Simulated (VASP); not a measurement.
Here is a VASP 6.6.1 calculation.

INCAR

```
SYSTEM = Si62As
PREC = Accurate
ENCUT = 520
EDIFF = 1E-6
ISMEAR = -1
SIGMA = 0.05
LREAL = Auto
LASPH = .TRUE.
NELM = 80
ALGO = Normal
ISIF = 2
LWAVE = .FALSE.
LCHARG = .TRUE.
GGA = CA
LELF = .TRUE.
LVHAR = .TRUE.
NBANDS = 164
NELECT = 252.0
```

KPOINTS

```
Automatic mesh
0
G
  1 1 1
  0 0 0
```

Contents of POSCAR:

```
Si62As
1.0
   10.8600000000      0.0000000000      0.0000000000
    0.0000000000     10.8600000000      0.0000000000
    0.0000000000      0.0000000000     10.8600000000
Si As
62 1
Direct
    0.5007856354     -0.0012135359      0.0028116022
    0.6274843462      0.1193193370      0.1307026703
    0.7492985267      0.2492201657      0.0008127072
    0.8762542357      0.3750205341      0.1244954880
    0.7532671271     -0.0068512891      0.2568686924
    0.8748204420      0.1247203499      0.3758297422
    0.0002249540      0.0016165746     -0.0001122468
    0.1271210866      0.1236307551      0.1263875691
    0.2495054328      0.2500533149     -0.0000093002
    0.3759323204      0.3724295580      0.1263837937
    0.4979360037      0.4993257827     -0.0001306630
    0.6253515654      0.6246926335      0.1253020258
    0.7498143646      0.7497343462     -0.0003016575
    0.8748469613      0.8741929098      0.1253212707
    0.2523604972     -0.0012267035      0.2512428177
    0.3803572744      0.1192139042      0.3779154696
    0.5008042357      0.2472177716      0.2512505525
    0.6244796501      0.3745616022      0.3749534991
    0.7487021179      0.5001883057      0.2497093923
    0.8678257827      0.6317225599      0.3708781768
    0.5065705341     -0.0070259669      0.5037047882
    0.6253499079      0.1247133517      0.6253147330
    0.7498117864      0.2503508287      0.5003071823
    0.8734209024      0.3779405157      0.6238687845
    0.7486970534      0.0003001842      0.7498223757
    0.8762350829      0.1255365562      0.8749895948
   -0.0017580110      0.5013280847     -0.0026644567
    0.1245524862      0.6233575506      0.1244696133
    0.2504781768      0.7503199816      0.0009186924
    0.3804047882      0.8720972376      0.1308536832
    0.0002420810      0.2501311234      0.2484233886
    0.1239768877      0.3756235727      0.3757604972
    0.2494272560      0.4993404236      0.2483707182
    0.3748165746      0.6247042357      0.3758222836
    0.5066177716      0.7462996317      0.2570932781
   -0.0006554328      0.0002930939      0.4991562615
    0.1245431860      0.1255408840      0.6266604052
    0.2504566298      0.2491329650      0.4997218232
    0.3740323204      0.3750065378      0.6267052486
    0.4992293738      0.5001987109      0.4991691529
    0.6204271639      0.6318537753      0.6181623389
    0.8678699816      0.8791279926      0.6183415285
    0.2494358195      0.0016513812      0.7506767956
    0.3759152855      0.1236562615      0.8775963168
    0.4979568140      0.2501455801      0.7507073665
    0.6253453039      0.3757021179      0.8743337017
    0.7466136280      0.5058044199      0.7442180479
    0.8734023941      0.6261697053      0.8720874770
   -0.0006239411      0.7508616943      0.2497360958
    0.1250270718      0.8750896869      0.3749494475
   -0.0061377532      0.5057019337      0.4970471455
    0.1216211786      0.6261437385      0.6238775322
    0.2492160221      0.7497361878      0.5003115101
    0.3748491713      0.8742010129      0.6253330571
   -0.0017387661      0.2526872928      0.7487053407
    0.1247438306      0.3748238490      0.8752150092
    0.2468708103      0.5013068140      0.7487091160
    0.3740150092      0.6233325046      0.8750115101
    0.4992557090      0.7508516575      0.7498421731
    0.6244813996      0.8750855433      0.8754859116
   -0.0060948435      0.7529715470      0.7443648250
    0.1239988029      0.8742832413      0.8744320442
    0.6875558932      0.8118075506      0.4382314917
```

Potentials or basis: VASP PAW LDA potentials, release 64 (Si, As).

Command:

```bash
$ cat potpaw_LDA.64/Si/POTCAR potpaw_LDA.64/As/POTCAR > POTCAR
$ mpirun -np 1 vasp_gam > vasp.out
```

Estimate the largest force.

0.038 eV/Å.

Forces on the atoms (eV/Å):
```
Si   0.003 -0.003  0.008
Si  -0.026  0.009 -0.009
Si   0.016 -0.004  0.005
Si   0.004 -0.005 -0.002
Si  -0.010 -0.003  0.004
Si   0.025  0.005  0.003
Si  -0.004 -0.011  0.000
Si   0.002  0.006 -0.006
Si   0.016 -0.019  0.019
Si  -0.006 -0.001 -0.006
Si   0.012  0.003  0.001
Si  -0.002 -0.022 -0.006
Si  -0.012  0.008 -0.022
Si   0.025 -0.003 -0.005
Si   0.008 -0.002  0.002
Si  -0.010  0.009 -0.023
Si   0.003 -0.008  0.003
Si   0.011 -0.016  0.010
Si  -0.008 -0.006 -0.026
Si  -0.014  0.015  0.029
Si   0.003 -0.003 -0.011
Si  -0.002  0.007  0.023
Si  -0.012  0.021 -0.008
Si  -0.003  0.001 -0.003
Si  -0.007  0.027  0.007
Si   0.003  0.003  0.005
Si   0.003 -0.003  0.001
Si   0.005 -0.002 -0.001
Si   0.004 -0.015  0.005
Si  -0.010  0.023 -0.009
Si  -0.004  0.000  0.011
Si  -0.007  0.007 -0.026
Si   0.000  0.004  0.013
Si  -0.004 -0.025  0.003
Si   0.002  0.011  0.002
Si   0.006  0.028 -0.009
Si   0.005  0.001  0.002
Si   0.004 -0.005  0.015
Si  -0.003 -0.005  0.001
Si  -0.027 -0.005 -0.009
Si   0.027  0.014 -0.014
Si  -0.014 -0.028 -0.015
Si   0.000 -0.013 -0.004
Si  -0.006  0.005  0.002
Si   0.012  0.000 -0.003
Si  -0.028  0.006 -0.007
Si   0.021 -0.008  0.008
Si  -0.003  0.002  0.000
Si   0.005  0.009 -0.027
Si   0.017 -0.010  0.010
Si   0.008 -0.008  0.019
Si  -0.001  0.004 -0.004
Si  -0.020  0.010 -0.011
Si  -0.004 -0.002  0.025
Si   0.003 -0.001  0.003
Si  -0.017  0.020 -0.021
Si   0.001 -0.003  0.003
Si  -0.002 -0.001  0.005
Si  -0.027  0.009  0.005
Si   0.011 -0.010  0.016
Si   0.008 -0.019  0.007
Si  -0.007  0.026 -0.007
As   0.024 -0.022  0.020
```

Caveat: the k points lie up to 0.58 Å⁻¹ apart; the cell carries a net charge on a neutralising background, which shifts energy and pressure.
